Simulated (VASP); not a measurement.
Wanted: the native input for a VASP 6.6.1 run.

| Quantity | Value |
| --- | --- |
| Task | single point |
| Functional | PBE |
| Potentials or basis | VASP PAW PBE potentials, release 64 (Si, Li_sv) |
| Cutoff | 520 eV |
| k mesh | 2 × 2 × 2 |
| Occupations | gaussian, width 0.05 eV |
| Spin | collinear spin, zero start |
| Starting moments | [0.0, 0.0, 0.0, 0.0, 0.0, 0.0, 0.0, 0.0, 0.0, 0.0, 0.0, 0.0, 0.0, 0.0, 0.0, 0.0, 0.0] μB |
| Dipole correction | no |
| Further INCAR settings | LREAL = Auto; ALGO = Normal; EDIFF = 1e-06; NBANDS = 52 |

The structure of LiSi16 (a cell with a defect) lies in POSCAR:

```
LiSi16
1.0
    0.0000000000      5.4300000000      5.4300000000
    5.4300000000      0.0000000000      5.4300000000
    5.4300000000      5.4300000000      0.0000000000
Si Li
16 1
Direct
    0.0030091160     -0.0064166667      0.0059435543
    0.1218321363      0.1217538674      0.1439811234
   -0.0200860958      0.0102356354      0.5097888582
    0.1230636280      0.1219109576      0.6214625230
    0.0018376611      0.5076407919      0.0071941989
    0.1439452118      0.6222724678      0.1218251381
    0.0030086556      0.5063917127      0.4931360958
    0.1218324125      0.6444281768      0.6213069982
    0.4977542357     -0.0005151934      0.0043816759
    0.6295920810      0.1227406998      0.1235961326
    0.4988860037     -0.0014874770      0.4980605893
    0.6094484346      0.1304057090      0.6299558011
    0.5157370166      0.4952066298     -0.0052453039
    0.6283558932      0.6250214549      0.1245711786
    0.4977546041      0.5048312155      0.4990345304
    0.6295914365      0.6240481584      0.6222888582
    0.1504393186      0.2877551565      0.7873083794
```

One way to write it, as run:

INCAR

```
PREC = Accurate ; ENCUT = 520
EDIFF = 1E-6 ; ISMEAR = 0
SIGMA = 0.05 ; LREAL = Auto
LASPH = True ; NELM = 150
ALGO = Normal ; ISIF = 2
LWAVE = False ; LCHARG = False
ISPIN = 2 ; MAGMOM = 0 0 0 0 0 0 0 0 0 0 0 0 0 0 0 0 0
LORBIT = 11 ; GGA = PE
NBANDS = 52
```

KPOINTS

```
Automatic mesh
0
Gamma
  2 2 2
```

Potentials or basis: VASP PAW PBE potentials, release 64 (Si, Li_sv).

Command:

```bash
$ cat potpaw_PBE.64/Si/POTCAR potpaw_PBE.64/Li_sv/POTCAR > POTCAR
$ mpirun -np 1 vasp_std > vasp.out
```

It gave:

```json
{
 "Largest force": "0.675 eV/Å",
 "Net moment": "0.00 μB per cell",
 "Valence electrons inside the program's atomic spheres": "Si 1.69, 1.71, 1.70 (each value once); Li 2.14"
}
```

Caveat: the k points lie up to 0.50 Å⁻¹ apart; no moment was typed at the start, so none could form.

Wall time 3.9 min on 1 thread of Intel(R) Xeon(R) 6975P-C (Granite Rapids), with other jobs on the host, peak memory 0.67 GiB.
